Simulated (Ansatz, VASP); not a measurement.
**ZnO in VASP and in Ansatz**

```
Zn O
1.0
     2.53490    0.00000    0.00000
    -1.26745    2.19529    0.00000
     0.00000    0.00000    4.73264
Zn O
2 2
Direct
  0.00000 0.00000 0.00000
  0.00000 0.00000 0.50000
  0.33333 0.66667 0.25000
  0.66667 0.33333 0.75000
```

Change from the starting cell: volume scaled by 0.64, LAPW.

Alike in both runs: task single point; functional PBE; k mesh 11 × 11 × 7; occupations fermi-dirac, width 0.08 eV; no spin polarisation.

```csv
,VASP,Ansatz
version,VASP 6.6.1,Ansatz 0.2.0
potentials or method,"VASP PAW PBE potentials, release 64 (Zn, O), cutoff 520 eV","all-electron LAPW, scalar-relativistic"
```

Ansatz gave:

```
gap on the k mesh at the Fermi level (eV)                     : 3.20
pressure (GPa)                                                : 190.0
traceless stress, the component that is largest in VASP (GPa) : -0.18
```

Question: Estimate VASP's values.

Answer: gap on the k mesh at the Fermi level (eV): 3.10; pressure (GPa): 198.1; traceless stress, the component that is largest in VASP (GPa): 1.42.

Both programs put the cell under a high pressure, so it lies far from rest at this level. Ansatz ran all-electron here, and VASP with PAW potentials.

Noted on VASP's run: the cell as given lies far from equilibrium.
